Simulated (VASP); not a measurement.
# MgH2 (P1) in VASP: further runs, part 2 of 2

VASP 6.6.1. The steps go on from the part before.

### 3 Single point, PBE

This run uses another cell than the first one, of 9.02 Å³/atom, 1.020 times its volume.

Input file INCAR:

```
ALGO = Normal
EDIFF = 1E-7
ENCUT = 520
GGA = PE
ISIF = 2
ISMEAR = -1
LASPH = T
LCHARG = F
LREAL = Auto
LWAVE = F
NBANDS = 34
NELM = 100
PREC = Accurate
SIGMA = 0.19
```

Input file KPOINTS:

```
k-points
0
Gamma
  2 2 2
```

Input file POSCAR:

```
MgH2
1.0
    0.0000000000      4.7660060000      4.7660060000
    4.7660060000      0.0000000000      4.7660060000
    4.7660060000      4.7660060000      0.0000000000
Mg H
8 16
Direct
    0.0232903609     -0.0138640195      0.0072605867
    0.0079871910      0.0136500038      0.4883139048
   -0.0379014420      0.4900024255     -0.0193657960
    0.0078624534      0.5195219016      0.4581466116
    0.5508005026     -0.0206492606      0.0377176403
    0.5340018456     -0.0295501097      0.4776848791
    0.4746365196      0.5018186087      0.0075678671
    0.5249286300      0.4117833675      0.5307366378
    0.1505021185      0.2017676856      0.1571126851
    0.3250630612      0.4249836236      0.3454982012
    0.1174460334      0.0876323907      0.6230070839
    0.5160910414      0.2847787015      0.8703027231
    0.0603889294      0.6355545923      0.1033070458
    0.3404071459      0.7975152570      0.4316277613
    0.1349375137      0.5313612698      0.7071831215
    0.3441845226      0.8046675770      1.0464962696
    0.6817884829     -0.0026705799      0.1965024803
    0.8267114015      0.3708647240      0.4361086621
    0.6375426300      0.1214694232      0.5604204023
    0.7866897356      0.3468434576      0.9416001574
    0.6140518917      0.6449654071      0.1939838095
    1.0607182408      0.8107924119      0.3436161222
    0.6517089991      0.6788946552      0.7223570428
    0.8393678061      0.9208591009      0.8455669170
```

Potentials or basis: VASP PAW PBE potentials, release 64 (Mg, H).

Run with:

```bash
$ cat potpaw_PBE.64/Mg/POTCAR potpaw_PBE.64/H/POTCAR > POTCAR
$ mpirun -np 1 vasp_std > vasp.out
```

OUTCAR:

```text
EDIFF = 1E-7
   ENCUT = 520
   GGA = PE
   ISIF = 2
   ISMEAR = -1
   LASPH = T
   LREAL = Auto
   NELM = 100
   PREC = Accurate

 ion  position               nearest neighbor table
   1  0.023  0.986  0.007-  16 1.96  17 1.98  13 2.03  22 2.05  20 2.10  11 2.14   4 3.10   5 3.11
                             3 3.13   7 3.16   6 3.24   2 3.29   2 3.46   6 3.51   7 3.59   5 3.64
   2  0.008  0.014  0.488-  11 1.76  22 1.86  14 1.93   9 1.94  24 1.99  18 2.01  19 2.08   8 3.00
                             1 3.29   4 3.31   3 3.35   6 3.38   5 3.38   6 3.39   5 3.42   4 3.44
   3  0.962  0.490  0.981-  15 1.58   9 1.88  13 2.02  20 2.03  21 2.08   5 3.13   1 3.13   7 3.16
                             4 3.29   2 3.35   8 3.37   2 3.45   8 3.46   4 3.49   7 3.59
   4  0.008  0.520  0.458-  10 1.75  22 1.87  13 2.00  18 2.02  23 2.27   7 3.09   1 3.10   6 3.12
                             3 3.29   2 3.31   8 3.43   8 3.43   2 3.44   3 3.49   6 3.63   7 3.65
   5  0.551  0.979  0.038-  24 1.69  12 1.74  17 1.77  21 1.87  16 2.19   9 2.27   6 2.88   1 3.11
                             3 3.13   7 3.21   8 3.21   2 3.38   2 3.42   7 3.62   8 3.62   1 3.64
   6  0.534  0.970  0.478-  17 1.60  19 1.87  23 1.93   5 2.88   4 3.12   8 3.14   1 3.24   2 3.38
                             7 3.38   2 3.39   7 3.39   1 3.51   4 3.63   8 3.63
   7  0.475  0.502  0.008-  20 1.74  23 1.84  16 1.88  10 1.88  12 1.94   4 3.09   1 3.16   3 3.16
                             5 3.21   6 3.38   8 3.39   6 3.39   8 3.43   3 3.59   1 3.59   5 3.62
   8  0.525  0.412  0.531-  19 1.65  18 1.71  12 1.98  21 2.00  14 2.15  15 2.17  10 2.20   2 3.00
                             6 3.14   5 3.21   3 3.37   7 3.39   4 3.43   7 3.43   4 3.43   3 3.46
   9  0.151  0.202  0.157-   3 1.88   2 1.94   5 2.27
  10  0.325  0.425  0.345-   4 1.75   7 1.88   8 2.20
  11  0.117  0.088  0.623-   2 1.76   1 2.14
  12  0.516  0.285  0.870-   5 1.74   7 1.94   8 1.98
  13  0.060  0.636  0.103-   4 2.00   3 2.02   1 2.03
  14  0.340  0.798  0.432-   2 1.93   8 2.15
  15  0.135  0.531  0.707-   3 1.58   8 2.17
  16  0.344  0.805  0.046-   7 1.88   1 1.96   5 2.19
  17  0.682  0.997  0.197-   6 1.60   5 1.77   1 1.98
  18  0.827  0.371  0.436-   8 1.71   2 2.01   4 2.02
  19  0.638  0.121  0.560-   8 1.65   6 1.87   2 2.08
  20  0.787  0.347  0.942-   7 1.74   3 2.03   1 2.10
  21  0.614  0.645  0.194-   5 1.87   8 2.00   3 2.08
  22  0.061  0.811  0.344-   2 1.86   4 1.87   1 2.05
  23  0.652  0.679  0.722-   7 1.84   6 1.93   4 2.27
  24  0.839  0.921  0.846-   5 1.69   2 1.99

  LATTYP: Found a face centered cubic cell.
[... 195 lines left out ...]
 maximum number of plane-waves:      5874
   NGX = 25   NGY = 25   NGZ = 25

 number of electron      31.9999999 magnetization

 Free energy of the ion-electron system (eV)
  ---------------------------------------------------
  ext. energy  EPLUGINS =         0.00000000
  ---------------------------------------------------
  free energy    TOTEN  =       -65.20037450 eV

  energy without entropy =      -65.17170373  energy(sigma->0) =      -65.18603911

 E-fermi :   2.4962     XC(G=0):  -8.9078

 val. band max:        1.8536625817   @ k =   0.5000   0.5000   0.0000
 cond. band min:       3.0770615426   @ k =   0.0000   0.0000   0.0000
 fundamental gap:      1.2233989610
 Fermi energy:         2.4961502999

 k-point     1 :       0.0000    0.0000    0.0000
  band No.  band energies     occupation
      1      -7.0838      2.00000
      2      -3.7746      2.00000
      3      -3.5410      2.00000
      4      -3.2725      2.00000
      5      -2.9134      2.00000
      6      -2.6289      2.00000
[... 237 lines left out ...]
     27       8.3422      0.00000
     28       8.4878      0.00000
 [bands above 28 left out]

------------------------ aborting loop because EDIFF is reached ----------------------------------------

  FORCE on cell =-STRESS in cart. coord.  units (eV):
  Direction    XX          YY          ZZ          XY          YZ          ZX
  --------------------------------------------------------------------------------------
  -------------------------------------------------------------------------------------
  Total        9.0233176      6.2282302      9.4863217     -0.1021749     -2.1386474     -3.7357856
  in kB       66.7702611     46.0873237     70.1963744     -0.7560685    -15.8254481    -27.6438657
  external PRESSURE =      61.0179864 kB  Pullay stress =       0.0000000 kB

 VOLUME and BASIS-vectors are now :
 -----------------------------------------------------------------------------
  energy-cutoff  :      520.00
  volume of cell :      216.52
      direct lattice vectors                 reciprocal lattice vectors
     0.000000000  4.766006000  4.766006000    -0.104909646  0.104909646  0.104909646
     4.766006000  0.000000000  4.766006000     0.104909646 -0.104909646  0.104909646
     4.766006000  4.766006000  0.000000000     0.104909646  0.104909646 -0.104909646

 POSITION                                       TOTAL-FORCE (eV/Angst)
 -----------------------------------------------------------------------------------
      4.73453      0.14561      4.81093        -0.425920     -0.059879     -0.117919
      2.39236      2.36537      0.10312        -0.110493      0.063892     -0.369194
      7.00906      9.25908      6.92072         2.514315      0.606834     -1.162547
      4.65957      2.22100      2.51352         0.331868     -0.020434     -1.010699
      4.84735      2.80488      7.29271        -0.139350     -0.923126     -2.363374
      6.90182      4.82171      7.17023         1.978827      0.654736     -1.856743
[... 16 lines left out ...]
      6.67837      6.54881      6.34167        -0.747639     -0.781646      0.838956
      8.41880      8.03041      8.38925        -1.167944      0.195492      0.635741
 -----------------------------------------------------------------------------------
    total drift:                               -0.002693     -0.001022      0.001899

  FREE ENERGIE OF THE ION-ELECTRON SYSTEM (eV)
  ---------------------------------------------------
  free  energy   TOTEN  =       -65.2003745010 eV

  energy  without entropy=      -65.1717037268  energy(sigma->0) =      -65.18603911
```

OSZICAR:

```text
N       E                     dE             d eps       ncg     rms          rms(c)
DAV:   1     0.249242788362E+02    0.24924E+02   -0.10928E+04   544   0.741E+02
DAV:   2    -0.648656955782E+02   -0.89790E+02   -0.82334E+02   652   0.118E+02
DAV:   3    -0.713144966732E+02   -0.64488E+01   -0.64018E+01   704   0.301E+01
DAV:   4    -0.713602350880E+02   -0.45738E-01   -0.45717E-01   648   0.271E+00
DAV:   5    -0.713607141939E+02   -0.47911E-03   -0.47909E-03   678   0.305E-01    0.136E+01
DAV:   6    -0.666753678882E+02    0.46853E+01   -0.23102E+00   610   0.555E+00    0.692E+00
DAV:   7    -0.651763337308E+02    0.14990E+01   -0.34645E+00   640   0.690E+00    0.122E+00
DAV:   8    -0.652021938693E+02   -0.25860E-01   -0.20587E-01   592   0.177E+00    0.482E-01
DAV:   9    -0.651997179309E+02    0.24759E-02   -0.28143E-02   642   0.683E-01    0.182E-01
DAV:  10    -0.652002162695E+02   -0.49834E-03   -0.15777E-03   624   0.184E-01    0.522E-02
DAV:  11    -0.652003732573E+02   -0.15699E-03   -0.65921E-04   666   0.102E-01    0.204E-02
DAV:  12    -0.652003679203E+02    0.53370E-05   -0.17347E-05   644   0.245E-02    0.103E-02
DAV:  13    -0.652003744084E+02   -0.64880E-05   -0.18567E-05   590   0.164E-02    0.330E-03
DAV:  14    -0.652003745010E+02   -0.92654E-07   -0.92694E-07   624   0.537E-03
   1 F= -.65200375E+02 E0= -.65186039E+02  d E =-.286708E-01
```

stdout:

```text
POSCAR found type information on POSCAR MgH
 POSCAR found :  2 types and      24 ions
 scaLAPACK will be used
 LDA part: xc-table for (Slater+PW92), standard interpolation
 POSCAR, INCAR and KPOINTS ok, starting setup
 FFT: planning ... GRIDC
 FFT: planning ... GRID_SOFT
 FFT: planning ... GRID
 WAVECAR not read
 entering main loop
```

It took 1.7 min on 1 thread of Intel Xeon 6975P-C (Granite Rapids), shared host; peak memory 0.34 GiB.

Results:

- Free energy: -65.2004 eV
- Pressure: 6.1 GPa
- Largest force: 2.857 eV/Å
- Band gap on the k mesh: 1.22 eV, indirect (least direct gap 1.39 eV)

Forces in eV/Å, atoms in the order of the input:
```
Mg  -0.426 -0.060 -0.118
Mg  -0.110  0.064 -0.369
Mg   2.514  0.607 -1.163
Mg   0.332 -0.020 -1.011
Mg  -0.139 -0.923 -2.363
Mg   1.979  0.655 -1.857
Mg   0.613 -0.605 -0.330
Mg   2.093 -1.899  0.419
H   -0.396 -0.044 -0.167
H   -0.921  0.814  0.277
H    0.938  1.457  1.357
H    0.600 -0.790  0.697
H   -0.264  0.147  0.255
H    0.255  0.567  0.504
H   -1.856 -0.534  0.986
H    0.153 -0.983  0.650
H   -0.719 -0.168  0.800
H    0.184  0.945  0.810
H   -1.212  0.225 -0.992
H   -0.717  1.587  0.319
H   -1.397  0.379  0.248
H    0.413 -0.835 -0.428
H   -0.748 -0.782  0.839
H   -1.168  0.195  0.636
```

Stress tensor (GPa, compression positive):
```
 6.68 -0.08 -2.76
-0.08  4.61 -1.58
-2.76 -1.58  7.02
```

Caveat: the k points lie up to 0.57 Å⁻¹ apart; forces of over 1 eV/Å act on the atoms, so gaps and moduli don't describe the material at rest.

### 4 Single point, PBE

This run uses another cell than the first one, of 9.37 Å³/atom, 1.059 times its volume.

Input file INCAR:

```
ALGO = Normal
EDIFF = 1E-6
ENCUT = 520
GGA = PE
ISIF = 2
ISMEAR = -1
LASPH = T
LCHARG = T
LELF = T
LREAL = Auto
LVHAR = T
LWAVE = F
NBANDS = 34
NELM = 80
PREC = Accurate
SIGMA = 0.19
```

KPOINTS is that of step 3.

Input file POSCAR:

```
MgH2
1.0
    0.0000000000      4.8264600000      4.8264600000
    4.8264600000      0.0000000000      4.8264600000
    4.8264600000      4.8264600000      0.0000000000
Mg H
8 16
Direct
    0.0326634842     -0.0323309423      0.0096455787
    0.0254815123      0.0114200677      0.4698695317
   -0.0404733490      0.4918285866     -0.0338846691
    0.0411053857      0.5182565483      0.4401007156
    0.5625042992     -0.0498799327      0.0543053294
    0.5298445444     -0.0416637660      0.4778148995
    0.4663035641      0.5087860461     -0.0034740783
    0.5042883397      0.3917588667      0.5479683868
    0.2324081211      0.1463485660      0.1045355188
    0.4124044331      0.3396641638      0.3255287519
    0.1702709646      0.1459146041      0.6885845941
    0.5036853097      0.3509232440      0.8198837243
    0.1295958114      0.5644596661      0.1082864045
    0.3721469773      0.8552934242      0.4882119607
    0.1843390394      0.4891230840      0.6400264376
    0.3551623757      0.8050560867      1.0311592762
    0.7584918346     -0.0889298782      0.1790410570
    0.8598695524      0.3263429097      0.5126465360
    0.6920030416      0.0113171973      0.5780596959
    0.8446648268      0.2415122056      1.0529545464
    0.6934056223      0.5694182693      0.1871780767
    0.9782664727      0.8621780767      0.3448946018
    0.7259097765      0.6875752622      0.6579804867
    0.9194452041      0.8764704359      0.8162314616
```

Run with:

```bash
$ cat potpaw_PBE.64/Mg/POTCAR potpaw_PBE.64/H/POTCAR > POTCAR
$ mpirun -np 1 vasp_std > vasp.out
```

Wall time 1.9 min (1 thread of Intel Xeon 6975P-C (Granite Rapids), shared host); peak memory 0.37 GiB.

It converged, with:

- Free energy: -65.8719 eV
- Pressure: 3.3 GPa
- Largest force: 3.715 eV/Å
- Band gap on the k mesh: 1.62 eV, indirect (least direct gap 1.97 eV)

Forces in eV/Å, atoms in the order of the input:
```
Mg  -0.930  0.350  0.816
Mg   0.314  0.240  0.335
Mg  -0.943  0.670  0.738
Mg   0.123  0.394 -0.791
Mg  -0.986 -1.021 -0.631
Mg   1.842  1.616  2.483
Mg  -0.447  0.429  0.786
Mg  -1.289 -0.062  0.772
H    0.528  0.024 -0.200
H   -0.097 -0.091 -0.113
H   -0.445  0.159  0.117
H    0.385  0.848 -0.266
H    0.059 -0.530 -0.013
H   -1.399 -1.894 -2.874
H    0.813 -0.066 -0.082
H   -0.332  0.019  0.186
H    0.625 -0.192 -0.876
H   -0.485 -0.191  0.027
H    1.586 -0.502  0.636
H    0.979 -0.796  0.453
H    1.118 -0.443 -0.268
H   -0.585  0.413  0.040
H   -0.300  0.633 -0.914
H   -0.131 -0.008 -0.362
```

Stress tensor (GPa, compression positive):
```
3.39 1.32 0.04
1.32 2.25 1.69
0.04 1.69 4.39
```

Levels at points of the mesh, in eV from the valence-band top:
| k point | band 13 | band 14 | band 15 | band 16 | band 17 | band 18 | band 19 | band 20 |
| --- | --- | --- | --- | --- | --- | --- | --- | --- |
| (0.00, 0.00, 0.00) | -2.44 | -1.99 | -1.45 | -0.58 | 1.62 | 2.57 | 3.57 | 4.75 |
| (0.50, 0.00, 0.00) | -2.21 | -1.98 | -1.00 | -0.73 | 2.73 | 2.83 | 3.23 | 3.59 |
| (0.00, 0.50, 0.00) | -2.16 | -1.76 | -1.04 | -0.65 | 2.66 | 2.92 | 3.01 | 3.21 |
| (0.00, 0.00, 0.50) | -1.99 | -1.72 | -0.98 | -0.76 | 2.72 | 2.92 | 3.23 | 3.27 |
| (0.50, 0.50, 0.50) | -2.22 | -1.84 | -1.10 | -0.52 | 2.45 | 2.95 | 3.22 | 3.38 |
| (0.50, 0.50, 0.00) | -1.78 | -1.73 | -0.82 | 0.00 | 1.97 | 2.25 | 2.37 | 2.94 |
| (0.00, 0.50, 0.50) | -1.66 | -1.46 | -1.34 | -0.69 | 1.97 | 2.34 | 2.92 | 3.10 |
| (0.50, 0.00, 0.50) | -1.78 | -1.70 | -1.59 | -1.23 | 2.34 | 2.47 | 3.16 | 3.40 |

Caveat: the k points lie up to 0.56 Å⁻¹ apart; forces of over 1 eV/Å act on the atoms, so gaps and moduli don't describe the material at rest.

### 5 The runs side by side

| cell | gap on the mesh (eV) | pressure (GPa) | largest force (eV/Å) |
| --- | --- | --- | --- |
| a = 6.696 Å, angles 60.0°, 24 atoms | 0.82 | 6.1 | 3.27 |
| a = 6.740 Å, angles 60.0°, 24 atoms | 1.22 | 6.1 | 2.86 |
| a = 6.826 Å, angles 60.0°, 24 atoms | 1.62 | 3.3 | 3.72 |

Alike in all rows: task single point; level PBE; potentials or basis VASP PAW PBE potentials, release 64 (Mg, H); no spin polarisation; k mesh 2 × 2 × 2; cutoff (eV) 520; smearing fermi-dirac 0.19 eV.

Caveats: all runs use coarse meshes; forces of over 1 eV/Å act on the atoms, so gaps and moduli don't describe the material at rest.

Total energies depend on the potentials used, so only differences within one code and one set of settings carry meaning.
